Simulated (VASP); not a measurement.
A run of VASP 6.6.1:

POSCAR

```
RbBr
1.0
    0.0280869168      3.4716088936      3.4716088936
    3.4716088936      0.0280869168      3.4716088936
    3.4716088936      3.4716088936      0.0280869168
Rb Br
1 1
Direct
    0.0000000000      0.0000000000      0.0000000000
    0.5000000000      0.5000000000      0.5000000000
```

INCAR.step1

```
PREC = Accurate
ENCUT = 520
EDIFF = 1E-5
ISMEAR = 0
SIGMA = 0.01
LREAL = False
LASPH = True
NELM = 80
ALGO = Normal
ISIF = 2
LWAVE = True
LCHARG = False
NBANDS = 15
GGA = PE
```

The input INCAR.step2:

```
PREC = Accurate
ENCUT = 520
EDIFF = 1E-6
ISMEAR = 0
SIGMA = 0.01
LREAL = False
LASPH = True
NELM = 80
ALGO = Normal
ISIF = 2
LWAVE = False
LCHARG = False
GGA = PE
LHFCALC = True
HFSCREEN = 0.2079
PRECFOCK = Normal
NBANDS = 15
ISTART = 1
```

File KPOINTS:

```
regular mesh
0
Gamma
  4 4 4
```

Potentials or basis: VASP PAW PBE potentials, release 64 (Rb_sv, Br).

Command:

```bash
$ cat potpaw_PBE.64/Rb_sv/POTCAR potpaw_PBE.64/Br/POTCAR > POTCAR
$ cp INCAR.step1 INCAR
$ mpirun -np 1 vasp_std > vasp.out
$ cp INCAR.step2 INCAR
$ mpirun -np 1 vasp_std > vasp.out
```

Hardware: 1 thread of Intel(R) Xeon(R) 6975P-C (Granite Rapids) (shared host).

**Question.** How long does it take, and how much memory?

**Answer.** It took 6.1 min on 1 thread of Intel(R) Xeon(R) 6975P-C (Granite Rapids) (shared host), peak memory 0.34 GiB. Counts: k points 13.
